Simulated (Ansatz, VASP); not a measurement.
This is a calculation of GaSb for VASP 6.6.1.

POSCAR

```
GaSb
1.0
    0.0000000000      3.0590000000      3.0590000000
    3.0590000000      0.0000000000      3.0590000000
    3.0590000000      3.0590000000      0.0000000000
Sb Ga
1 1
Direct
    0.7500000000      0.7500000000      0.7500000000
    0.0000000000      0.0000000000      0.0000000000
```

INCAR.step1

```
SYSTEM = GaSb
ALGO     = Normal         ! electronic algorithm
EDIFF    = 1E-5           ! SCF threshold, eV
ENCUT    = 600            ! plane-wave cutoff, eV
GGA      = PE             ! functional
ISMEAR   = -1             ! smearing method
LASPH    = .True.         ! aspherical terms in the spheres
LCHARG   = .False.        ! write CHGCAR
LREAL    = .False.        ! projectors in reciprocal space
LWAVE    = .True.         ! write WAVECAR
NBANDS   = 16             ! bands
NELM     = 100            ! most SCF steps
PREC     = Accurate       ! precision mode
SIGMA    = 0.05           ! smearing width, eV
```

INCAR.step2

```
SYSTEM = GaSb
AEXX     = 0.25           ! exact-exchange fraction
ALGO     = Normal         ! electronic algorithm
EDIFF    = 1E-6           ! SCF threshold, eV
EDIFFG   = -0.01          ! ionic threshold
ENCUT    = 600            ! plane-wave cutoff, eV
GGA      = PE             ! functional
IBRION   = 2              ! ionic algorithm
ISIF     = 3              ! what is computed and relaxed
ISMEAR   = -1             ! smearing method
ISTART   = 1            
LASPH    = .True.         ! aspherical terms in the spheres
LCHARG   = .False.        ! write CHGCAR
LHFCALC  = .True.         ! exact exchange
LREAL    = .False.        ! projectors in reciprocal space
LWAVE    = .False.        ! write WAVECAR
NELM     = 100            ! most SCF steps
NSW      = 60             ! ionic steps
PREC     = Accurate       ! precision mode
PRECFOCK = Normal       
SIGMA    = 0.05           ! smearing width, eV
```

The input KPOINTS:

```
k-points
0
Gamma
  4 4 4
  0 0 0
```

Potentials or basis: VASP PAW PBE potentials, release 64 (Sb, Ga_d).

Command:

```bash
$ cat potpaw_PBE.64/Sb/POTCAR potpaw_PBE.64/Ga_d/POTCAR > POTCAR
$ cp INCAR.step1 INCAR
$ mpirun -np 1 vasp_std > vasp.out
$ cp INCAR.step2 INCAR
$ mpirun -np 1 vasp_std > vasp.out
```

Translate it to Ansatz 0.2.0. Potentials there: Ansatz PAW.

As run (the cutoff follows the program's own potentials):

input.yaml

```yaml
crystal:
  lattice:
    - [0.0, 3.059, 3.059]
    - [3.059, 0.0, 3.059]
    - [3.059, 3.059, 0.0]
  atoms:
    - { symbol: Sb, position: [0.75, 0.75, 0.75] }
    - { symbol: Ga, position: [0.0, 0.0, 0.0] }
hamiltonian:
  xc: pbe0
  pseudopotentials: { kind: paw }
kpoints:
  mp_grid: { grid: [4, 4, 4] }
scf:
  occupations: { method: fermi_dirac, width: 0.05 }
output:
  forces: true
  stress: true
  eigenvalues: true
relax:
  f_tol: 0.01
  max_steps: 40
  cell: { stress_tol: 0.05 }
```

Potentials or basis: Ansatz PAW.

The run is started by

```console
$ ansatz run input.yaml --threads 2 --pin off --max-ram 5632MiB --backend cpu --events-out ev --progress --plain --runs-dir out
```

Both were run:

|  | VASP | Ansatz | Ansatz less VASP |
| --- | --- | --- | --- |
| gap on the k mesh at the Fermi level, each at its own relaxed structure (eV) | 1.60 | 1.43 | -0.170 |
| relaxed volume (Å³/atom) | 28.62 | 28.93 | +0.309 |
| relaxed length of the cell vector where the two differ most in proportion (Å) | 4.326 | 4.342 | +0.0155 |

VASP's potentials hold 18 valence electrons a cell and Ansatz's 28, so a difference there can come from the potentials and not from the codes.

The k mesh is coarse, so the values compare programs but aren't converged. Neither program's run includes spin-orbit coupling. Noted on VASP's run: the relaxation stopped at its first step, so nothing moved. Noted on Ansatz's run: the plane-wave basis is chosen anew once the cell has moved, so the energies of steps on either side of that aren't comparable.
